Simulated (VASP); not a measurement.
A run of VASP 6.6.1:

Contents of INCAR:

```
ALGO = Normal
DIPOL = 0.5 0.5 0.282
EDIFF = 1E-6
ENCUT = 400
GGA = PE
GGA_COMPAT = F
IDIPOL = 3
ISIF = 2
ISMEAR = 0
IVDW = 12
LASPH = T
LCHARG = F
LDIPOL = T
LREAL = F
LWAVE = F
NBANDS = 32
NELM = 120
NELMDL = -8
PREC = Accurate
SIGMA = 0.1
```

Contents of KPOINTS:

```
k-points
0
Gamma
  12 12 1
```

The input POSCAR:

```
ZrAgPdCl2
1.0
    3.1466424664     -0.0000000108      0.0000000000
   -1.5733212239      2.7250723179      0.0000000000
    0.0000000000      0.0000000000     39.7261300000
Zr Ag Pd Cl
1 1 1 2
Direct
    0.6666666667      0.3333333333      0.3356556800
    0.0000000000      0.0000000000      0.1764597298
    0.6666666667      0.3333333333      0.2282964447
    0.0000000000      0.0000000000      0.2887365130
    0.3333333333      0.6666666667      0.3822617266
```

Potentials or basis: VASP PAW PBE potentials, release 64 (Zr_sv, Ag, Pd, Cl).

Command:

```bash
$ cat potpaw_PBE.64/Zr_sv/POTCAR potpaw_PBE.64/Ag/POTCAR potpaw_PBE.64/Pd/POTCAR potpaw_PBE.64/Cl/POTCAR > POTCAR
$ mpirun -np 1 vasp_std > vasp.out
```

Hardware: 1 thread of Intel(R) Xeon(R) Platinum 8488C (Sapphire Rapids), with other jobs on the host.

Task: How long does it take, and how much memory?

Result: Wall time 4.7 min on 1 thread of Intel(R) Xeon(R) Platinum 8488C (Sapphire Rapids), with other jobs on the host, peak memory 0.51 GiB. Counts: scf iterations 35, k points 19.
